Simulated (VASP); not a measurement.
Wanted: the native input for a VASP 6.6.1 run.

| Item | Value |
| --- | --- |
| Task | single point |
| Functional | PBE |
| Potentials or basis | VASP PAW PBE potentials, release 64 (Sc_sv, Cd, C, N) |
| Cutoff | 520 eV |
| k mesh | 4 × 4 × 4 |
| Occupations | gaussian, width 0.1 eV |
| Spin | collinear spin, ferromagnetic start |
| Starting moments | [0.0, 0.0, 1.0, 1.0, 1.0, 1.0, 1.0, 1.0, 1.0, 1.0] μB |
| Dipole correction | no |
| Further INCAR settings | ALGO = Normal; EDIFF = 1e-06; NBANDS = 44 |

The structure of ScCdC4N4 lies in POSCAR:

```
ScCdC4N4
1.0
    6.3937858730      0.0000000000      0.0000000000
    0.0000000000      6.3937858730      0.0000000000
    0.0000000000      0.0000000000      6.3937858730
Sc Cd C N
1 1 4 4
Direct
    0.5000000000      0.5000000000      0.5000000000
    0.0000000000      0.0000000000      0.0000000000
    0.2008421255      0.2008421255      0.2008421255
    0.2008421255      0.7991578745      0.7991578745
    0.7991578745      0.2008421255      0.7991578745
    0.7991578745      0.7991578745      0.2008421255
    0.3067512709      0.3067512709      0.3067512709
    0.3067512709      0.6932487291      0.6932487291
    0.6932487291      0.3067512709      0.6932487291
    0.6932487291      0.6932487291      0.3067512709
```

The input as run:

INCAR

```
SYSTEM = ScCdC4N4
PREC = Accurate
ENCUT = 520
EDIFF = 1E-6
ISMEAR = 0
SIGMA = 0.1
LREAL = .FALSE.
LASPH = .TRUE.
NELM = 150
ALGO = Normal
ISIF = 2
LWAVE = .FALSE.
LCHARG = .FALSE.
ISPIN = 2
MAGMOM = 0 0 1 1 1 1 1 1 1 1
LORBIT = 11
LMAXMIX = 4
GGA = PE
NBANDS = 44
```

KPOINTS

```
Automatic mesh
0
G
  4 4 4
  0 0 0
```

Potentials or basis: VASP PAW PBE potentials, release 64 (Sc_sv, Cd, C, N).

Command:

```console
$ cat potpaw_PBE.64/Sc_sv/POTCAR potpaw_PBE.64/Cd/POTCAR potpaw_PBE.64/C/POTCAR potpaw_PBE.64/N/POTCAR > POTCAR
$ mpirun -np 1 vasp_std > vasp.out
```

Results of the run:

```yaml
Pressure: 0.5 GPa
Largest_force: 0.319 eV/Å
Band_gap_on_the_k_mesh: zero (filled and empty bands overlap)
Net_moment: 1.00 μB per cell
Site_moments: Sc +0.53; Cd +0.01; C +0.04; N -0.01 μB
Valence_electrons_inside_the_program's_atomic_spheres: Sc 9.46; Cd 10.35; C 2.56; N 3.91
```

Wall time 3.4 min on 1 thread of Intel(R) Xeon(R) Platinum 8559C (Emerald Rapids) (shared host), peak memory 0.49 GiB.
